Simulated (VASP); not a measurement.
# GaAs (F-43m) in VASP: notebook

GaAs is run at these levels: PBEsol; tasks: relaxation of cell and atoms, single point.

Program: VASP 6.6.1. These are calculated values, not measurements. Logs are shortened: lines on timing, memory, paths and dates and some standing lists are left out, and cuts for length are marked.

**1. The cell of the first run**

Symmetry: F-43m, No. 216, cubic system. The conventional cell has a = 5.659 Å, b = 5.659 Å, c = 5.659 Å, α = 90.00°, β = 90.00°, γ = 90.00°. Within 3.2 Å of Ga (site symmetry -43m) lie 4 As at 2.45 Å. As (site symmetry -43m) has 4 Ga at 2.45 Å within 3.2 Å.

**2. Relaxation of cell and atoms, PBEsol, target pressure 16 GPa, at which the enthalpy is minimised**

INCAR

```
SYSTEM = GaAs
PREC     = Accurate       ! precision mode
ENCUT    = 600            ! plane-wave cutoff, eV
EDIFF    = 1E-6           ! SCF threshold, eV
ISMEAR   = 0              ! smearing method
SIGMA    = 0.01           ! smearing width, eV
LREAL    = .False.        ! projectors in reciprocal space
LASPH    = .True.         ! aspherical terms in the spheres
NELM     = 80             ! most SCF steps
ALGO     = Normal         ! electronic algorithm
ISIF     = 3              ! what is computed and relaxed
LWAVE    = .False.        ! write WAVECAR
LCHARG   = .False.        ! write CHGCAR
GGA      = PS             ! functional
IBRION   = 2              ! ionic algorithm
NSW      = 80             ! ionic steps
EDIFFG   = -0.001         ! ionic threshold
PSTRESS  = 160.0
```

KPOINTS

```
Automatic mesh
0
Gamma
  12 12 12
  0 0 0
```

POSCAR

```
GaAs
1.0
    0.0000000000      2.8295586673      2.8295586673
    2.8295586673      0.0000000000      2.8295586673
    2.8295586673      2.8295586673      0.0000000000
Ga As
1 1
Direct
    0.0000000000      0.0000000000      0.0000000000
    0.7500000000      0.7500000000      0.7500000000
```

Potentials or basis: VASP PAW PBE potentials, release 64 (Ga_d, As).

The run is started by

```bash
$ cat potpaw_PBE.64/Ga_d/POTCAR potpaw_PBE.64/As/POTCAR > POTCAR
$ mpirun -np 1 vasp_std > vasp.out
```

OUTCAR:

```text
SYSTEM = GaAs
   PREC = Accurate
   ENCUT = 600
   EDIFF = 1E-6
   ISMEAR = 0
   LREAL = .False.
   LASPH = .True.
   NELM = 80
   ISIF = 3
   GGA = PS
   IBRION = 2
   NSW = 80
   EDIFFG = -0.001
   PSTRESS = 160.0

 ion  position               nearest neighbor table
   1  0.000  0.000  0.000-   2 2.45   2 2.45   2 2.45   2 2.45
   2  0.750  0.750  0.750-   1 2.45   1 2.45   1 2.45   1 2.45

  LATTYP: Found a face centered cubic cell.
 ALAT       =     5.6591173346

  Lattice vectors:

 A1 = (   0.0000000000,   2.8295586673,   2.8295586673)
 A2 = (   2.8295586673,   0.0000000000,   2.8295586673)
 A3 = (   2.8295586673,   2.8295586673,   0.0000000000)

Analysis of symmetry for initial positions (statically):
=====================================================================
 Subroutine PRICEL returns:
 Original cell was already a primitive cell.

 Routine SETGRP: Setting up the symmetry group for a
 face centered cubic supercell.

 Subroutine GETGRP returns: Found 24 space group operations
 (whereof 24 operations were pure point group operations)
 out of a pool of 48 trial point group operations.

The static configuration has the point symmetry T_d .

Analysis of symmetry for dynamics (positions and initial velocities):
=====================================================================
 Subroutine PRICEL returns:
 Original cell was already a primitive cell.

 Routine SETGRP: Setting up the symmetry group for a
 face centered cubic supercell.

 Subroutine GETGRP returns: Found 24 space group operations
 (whereof 24 operations were pure point group operations)
 out of a pool of 48 trial point group operations.

The dynamic configuration has the point symmetry T_d .

 Subroutine INISYM returns: Found 24 space group operations
 (whereof 24 operations are pure point group operations),
 and found     1 'primitive' translations

----------------------------------------------------------------------------------------

                                     Primitive cell

  volume of cell :      45.3092

  direct lattice vectors                    reciprocal lattice vectors
     0.000000000  2.829558667  2.829558667    -0.176706002  0.176706002  0.176706002
     2.829558667  0.000000000  2.829558667     0.176706002 -0.176706002  0.176706002
     2.829558667  2.829558667  0.000000000     0.176706002  0.176706002 -0.176706002

  length of vectors
     4.001600243  4.001600243  4.001600243     0.306063774  0.306063774  0.306063774

  position of ions in fractional coordinates (direct lattice)
     0.000000000  0.000000000  0.000000000
     0.750000000  0.750000000  0.750000000

  ion indices of the primitive-cell ions
   primitive index   ion index
                 1           1
                 2           2

----------------------------------------------------------------------------------------

 KPOINTS: Automatic mesh

Automatic generation of k-mesh.
 Grid dimensions read from file:
 generate k-points for:   12   12   12

 Generating k-lattice:

  Cartesian coordinates                     Fractional coordinates (reciprocal lattice)
    -0.014725500  0.014725500  0.014725500     0.083333333  0.000000000  0.000000000
     0.014725500 -0.014725500  0.014725500     0.000000000  0.083333333  0.000000000
     0.014725500  0.014725500 -0.014725500     0.000000000  0.000000000  0.083333333

  Length of vectors
     0.025505314  0.025505314  0.025505314

  Shift w.r.t. Gamma in fractional coordinates (k-lattice)
     0.000000000  0.000000000  0.000000000

 Subroutine IBZKPT returns following result:
 ===========================================

 Found     72 irreducible k-points:

 Following reciprocal coordinates:
            Coordinates               Weight
  0.000000  0.000000  0.000000      1.000000
  0.083333  0.000000  0.000000      8.000000
  0.166667  0.000000  0.000000      8.000000
  0.250000  0.000000  0.000000      8.000000
  0.333333  0.000000  0.000000      8.000000
  0.416667  0.000000  0.000000      8.000000
[... 16 lines left out ...]
  0.500000  0.166667  0.000000     24.000000
 -0.416667  0.166667  0.000000     24.000000
 [... further k-points ...]
   k-points           NKPTS =     72   k-points in BZ     NKDIM =     72   number of bands    NBANDS=     13
   number of dos      NEDOS =    301   number of ions     NIONS =      2
   total plane-waves  NPLWV =  32768
   dimension x,y,z NGX =    32 NGY =   32 NGZ =   32
   dimension x,y,z NGXF=    64 NGYF=   64 NGZF=   64
   ions per type =               1   1
   NGX,Y,Z   is equivalent  to a cutoff of  13.29, 13.29, 13.29 a.u.
   NGXF,Y,Z  is equivalent  to a cutoff of  26.59, 26.59, 26.59 a.u.
 SYSTEM =  GaAs
   PREC   = accura    normal or accurate (medium, high low for compatibility)
   ISTART =      0    job   : 0-new  1-cont  2-samecut
   ICHARG =      2    charge: 1-file 2-atom 10-const
   ISPIN  =      1    spin polarized calculation?
   LNONCOLLINEAR =      F non collinear calculations
   LSORBIT =      F    spin-orbit coupling
   LASPH  =      T    aspherical Exc in radial PAW
   ENCUT  =  600.0 eV  44.10 Ry    6.64 a.u.   7.99  7.99  7.99*2*pi/ulx,y,z
   NELM   =     80;   NELMIN=  2; NELMDL= -5     # of ELM steps
   EDIFF  = 0.1E-05   stopping-criterion for ELM
   LREAL  =      F    real-space projection
   EDIFFG = -.1E-02   stopping-criterion for IOM
   NSW    =     80    number of steps for IOM
   IBRION =      2    ionic relax: 0-MD 1-quasi-New 2-CG
   NFREE  =      1    steps in history (QN), initial steepest desc. (CG)
   ISIF   =      3    stress and relaxation
   ISYM   =      2    0-nonsym 1-usesym 2-fastsym
   POTIM  = 0.5000    time-step for ionic-motion
   TEBEG  =    0.0;   TEEND  =   0.0 temperature during run
   PSTRESS=  160.0 pullay stress
   NELECT =      18.0000    total number of electrons
   NUPDOWN=      -1.0000    fix difference up-down
   EMIN   =  10.00;   EMAX   =-10.00  energy-range for DOS
   EFERMI =   0.00;   METHOD = LEGACY
   ISMEAR =     0;   SIGMA  =   0.01  broadening in eV -4-tet -1-fermi 0-gaus
   EFERMI_NEDOS =   21; number of points for ismear=-14 and -15
   IALGO  =     38    algorithm
   IMIX   =      4    mixing-type and parameters
     AMIX     =   0.40;   BMIX     =  1.00
     AMIX_MAG =   1.60;   BMIX_MAG =  1.00
  volume/ion in A,a.u.               =      22.65       152.88
  Fermi-wavevector in a.u.,A,eV,Ry     =   1.203475  2.274237 19.706016  1.448351
  Thomas-Fermi vector in A             =   2.339227
   LORBIT       =      0    0 simple, 1 ext, 2 COOP (PROOUT), +10 PAW based schemes
   GGA     = PS    functional components
   LHFCALC =     F    Hartree Fock is set to
   AEXX    =    0.0000 exact exchange contribution
   IVDW    =     0    specifies the selected vdW correction
   LEPSILON=     F    determine dielectric tensor
   LRPA    =     F    only Hartree local field effects (RPA)
 conjugate gradient relaxation of ions
 non-spin polarized calculation
 Gauss-broadening in eV      SIGMA  =   0.01
  energy-cutoff  :      600.00
  volume of cell :       45.31
 maximum number of plane-waves:      1540
   NGX = 15   NGY = 15   NGZ = 15

--------------------------------------- Ionic step        1  -------------------------------------------

 number of electron      18.0000011 magnetization

 Free energy of the ion-electron system (eV)
  ---------------------------------------------------
  ext. energy  EPLUGINS =         0.00000000
  ---------------------------------------------------
  free energy    TOTEN  =        -9.09243148 eV

  energy without entropy =       -9.09243148  energy(sigma->0) =       -9.09243148

 E-fermi :   3.8683     XC(G=0):  -9.7604

 val. band max:        3.7763114579   @ k =   0.0000   0.0000   0.0000
 cond. band min:       4.2111131852   @ k =   0.0000   0.0000   0.0000
 fundamental gap:      0.4348017273
 Fermi energy:         3.8682882471

 k-point     1 :       0.0000    0.0000    0.0000
  band No.  band energies     occupation
      1     -10.9919      2.00000
      2     -10.9919      2.00000
      3     -10.9919      2.00000
      4     -10.9125      2.00000
      5     -10.9125      2.00000
      6      -8.9553      2.00000
      7       3.7763      2.00000
      8       3.7763      2.00000
      9       3.7763      2.00000
     10       4.2111      0.00000
     11       7.4668      0.00000
     12       7.4668      0.00000
     13       7.4668      0.00000
[... 353 lines left out ...]
 k-point    24 :      -0.4167    0.1667    0.0000
  band No.  band energies     occupation
      1     -11.0769      2.00000
      2     -10.9687      2.00000
      3     -10.9653      2.00000
      4     -10.9134      2.00000
      5     -10.9098      2.00000
      6      -6.9977      2.00000
      7      -2.7313      2.00000
      8       0.9291      2.00000
      9       2.2964      2.00000
     10       6.0631      0.00000
     11       8.2553      0.00000
     12       9.2723      0.00000
     13      11.6432      0.00000

 [... further k-points ...]

------------------------ aborting loop because EDIFF is reached ----------------------------------------

  FORCE on cell =-STRESS in cart. coord.  units (eV):
  Direction    XX          YY          ZZ          XY          YZ          ZX
  --------------------------------------------------------------------------------------
  -------------------------------------------------------------------------------------
  Total        0.0388447      0.0388447      0.0388447      0.0000000      0.0000000      0.0000000
  in kB        1.3735869      1.3735869      1.3735869      0.0000000      0.0000000      0.0000000
  external PRESSURE =    -158.6264131 kB  Pullay stress =     160.0000000 kB
[... 289 lines left out ...]
  enthalpy is  TOTEN    =        -4.9396801860 eV   P V=        3.8656361036

--------------------------------------- Ionic step        9  -------------------------------------------

 number of electron      18.0000003 magnetization

 Free energy of the ion-electron system (eV)
  ---------------------------------------------------
  ext. energy  EPLUGINS =         0.00000000
  ---------------------------------------------------
  free energy    TOTEN  =        -8.80440928 eV

  energy without entropy =       -8.80440928  energy(sigma->0) =       -8.80440928

 E-fermi :   5.4886     XC(G=0): -10.4840

 val. band max:        5.3904443738   @ k =   0.0000   0.0000   0.0000
 cond. band min:       6.4033254509   @ k =   0.5000   0.5000   0.0000
 fundamental gap:      1.0128810771
 Fermi energy:         5.4885912697

 k-point     1 :       0.0000    0.0000    0.0000
  band No.  band energies     occupation
      1      -9.7583      2.00000
      2      -9.7583      2.00000
      3      -9.7583      2.00000
      4      -9.6314      2.00000
      5      -9.6314      2.00000
      6      -8.6014      2.00000
      7       5.3904      2.00000
      8       5.3904      2.00000
      9       5.3904      2.00000
     10       7.0616      0.00000
     11       9.0888      0.00000
     12       9.0888      0.00000
     13       9.0888      0.00000
[... 353 lines left out ...]
 k-point    24 :      -0.4167    0.1667    0.0000
  band No.  band energies     occupation
      1      -9.9141      2.00000
      2      -9.7205      2.00000
      3      -9.7138      2.00000
      4      -9.6338      2.00000
      5      -9.6272      2.00000
      6      -6.0507      2.00000
      7      -1.9958      2.00000
      8       2.0069      2.00000
      9       3.5594      2.00000
     10       7.9821      0.00000
     11      10.0600      0.00000
     12      11.0735      0.00000
     13      13.9901      0.00000

 [... further k-points ...]

------------------------ aborting loop because EDIFF is reached ----------------------------------------

  FORCE on cell =-STRESS in cart. coord.  units (eV):
  Direction    XX          YY          ZZ          XY          YZ          ZX
  --------------------------------------------------------------------------------------
  -------------------------------------------------------------------------------------
  Total        3.8638916      3.8638916      3.8638916      0.0000000     -0.0000000      0.0000000
  in kB      159.9654347    159.9654347    159.9654347      0.0000000     -0.0000000      0.0000000
  external PRESSURE =      -0.0345653 kB  Pullay stress =     160.0000000 kB
[... 17 lines left out ...]
  FREE ENERGIE OF THE ION-ELECTRON SYSTEM (eV)
  ---------------------------------------------------
  free  energy   TOTEN  =        -8.8044092815 eV

  energy  without entropy=       -8.8044092815  energy(sigma->0) =       -8.80440928

  enthalpy is  TOTEN    =        -4.9396827590 eV   P V=        3.8647265225

 reached required accuracy - stopping structural energy minimisation
```

Wall time 1.8 min (1 thread of Intel Xeon 6975P-C (Granite Rapids), shared host); peak memory 0.23 GiB.

Results:

```yaml
Free_energy: -8.8044 eV
Relaxed_volume: 19.35 Å³/atom
Relaxed_cell: a = 3.797 Å, b = 3.797 Å, c = 3.797 Å, α = 60.00°, β = 60.00°, γ = 60.00°
Space_group_after_relaxing_to_0.1_Å: F-43m (No. 216)
Energy_change_on_relaxing_the_run_minimises_the_enthalpy: +144.0 meV/atom
Ionic_steps: 9
Pressure_after_relaxing: 16.0 GPa
Band_gap_on_the_k_mesh: 1.01 eV (least direct gap 1.67 eV)
```

Step by step:
```tsv
step	energy change (eV)	largest force (eV/Å)	pressure (GPa)	volume (Å³)
1	0.0000	0.0000	0.14	45.31
2	1.5821	0.0000	52.31	32.14
3	0.2636	0.0000	15.21	38.95
4	0.2816	0.0000	15.78	38.76
5	0.2939	0.0000	16.20	38.64
6	0.2818	0.0000	15.73	38.76
7	0.2887	0.0000	16.08	38.69
8	0.2871	0.0000	15.90	38.71
9	0.2880	0.0000	16.00	38.70
```

Final structure:
```yaml
crystal:
  lattice:
    - [0.00000, 2.68468, 2.68468]
    - [2.68468, 0.00000, 2.68468]
    - [2.68468, 2.68468, 0.00000]
  atoms:
    - { symbol: Ga, position: [0.00000, 0.00000, 0.00000] }
    - { symbol: As, position: [0.75000, 0.75000, 0.75000] }
```

Caveat: the cell is relaxed towards a set pressure, so the run minimises the enthalpy, not the energy; the PAW data sets were made with another functional, which shifts forces and pressure a little. A k mesh can miss the band edges.

**3. Single point, PBEsol (22.20 Å³/atom)**

This run uses another cell than the first one, of 22.20 Å³/atom.

INCAR

```
SYSTEM = GaAs
  PREC = Accurate
  ENCUT = 520
  EDIFF = 1E-6
  ISMEAR = 0
  SIGMA = 0.01
  LREAL = .False.
  LASPH = .True.
  NELM = 60
  ALGO = Normal
  ISIF = 2
  LWAVE = .False.
  LCHARG = .False.
  GGA = PS
  NBANDS = 16
```

KPOINTS is that of step 2.

POSCAR

```
GaAs
1.0
    0.0000000000      2.8105677685      2.8105677685
    2.8105677685      0.0000000000      2.8105677685
    2.8105677685      2.8105677685      0.0000000000
Ga As
1 1
Direct
    0.0000000000      0.0000000000      0.0000000000
    0.7500000000      0.7500000000      0.7500000000
```

Potentials or basis: VASP PAW PBE potentials, release 64 (Ga_d, As).

The run is started by

```bash
$ cat potpaw_PBE.64/Ga_d/POTCAR potpaw_PBE.64/As/POTCAR > POTCAR
$ mpirun -np 1 vasp_std > vasp.out
```

It took 55 s on 1 thread of Intel Xeon Platinum 8259CL at 2.50GHz (Skylake/Cascade Lake), shared host; peak memory 0.2 GiB.

The run converged. Its results:

```
Free energy            : -9.0875 eV
Pressure               : 1.6 GPa
Band gap on the k mesh : 0.59 eV
```

Levels at points of the mesh, in eV from the valence-band top:
| k point | band 6 | band 7 | band 8 | band 9 | band 10 | band 11 | band 12 | band 13 |
| --- | --- | --- | --- | --- | --- | --- | --- | --- |
| (0.00, 0.00, 0.00) | -12.88 | 0.00 | 0.00 | 0.00 | 0.59 | 3.69 | 3.69 | 3.69 |
| (0.50, 0.00, 0.00) | -11.05 | -6.78 | -1.17 | -1.17 | 0.98 | 4.59 | 4.59 | 7.60 |
| (0.50, 0.50, 0.00) | -10.28 | -6.93 | -2.76 | -2.76 | 1.32 | 1.56 | 10.27 | 10.27 |

Caveat: semilocal functionals underestimate gaps, and a narrow one can read as zero; the PAW data sets were made with another functional, which shifts forces and pressure a little.

(Continued in part 2 of 2.)
